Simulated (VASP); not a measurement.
SrO, 16 atoms in the cell. The typed cell holds 16 atoms: a = 7.898 Å, b = 7.898 Å, c = 7.898 Å, α = 60.00°, β = 60.00°, γ = 60.00°. 

| Item | Value |
| --- | --- |
| Program | VASP 6.6.1 |
| Task | single point |
| Functional | PBE |
| Potentials or basis | VASP PAW PBE potentials, release 64 (Sr_sv, O) |
| Cutoff | 520 eV |
| k mesh | 2 × 2 × 2 |
| Occupations | fermi-dirac, width 0.02 eV |
| Spin | no spin polarisation |
| Dipole correction | no |
| Further INCAR settings | LREAL = Auto; ALGO = Normal; EDIFF = 1e-07; NBANDS = 78 |

Potentials or basis: VASP PAW PBE potentials, release 64 (Sr_sv, O).

Command:

```bash
$ cat potpaw_PBE.64/Sr_sv/POTCAR potpaw_PBE.64/O/POTCAR > POTCAR
$ mpirun -np 1 vasp_std > vasp.out
```

Hardware: 1 thread of Intel Xeon 8259CL, with other jobs on the host.

**Question.** How long does it take, and how much memory?

**Answer.** Run time: 16 min on 1 thread of Intel Xeon 8259CL, with other jobs on the host, peak memory 0.54 GiB. Counts: scf iterations 18, k points 8.
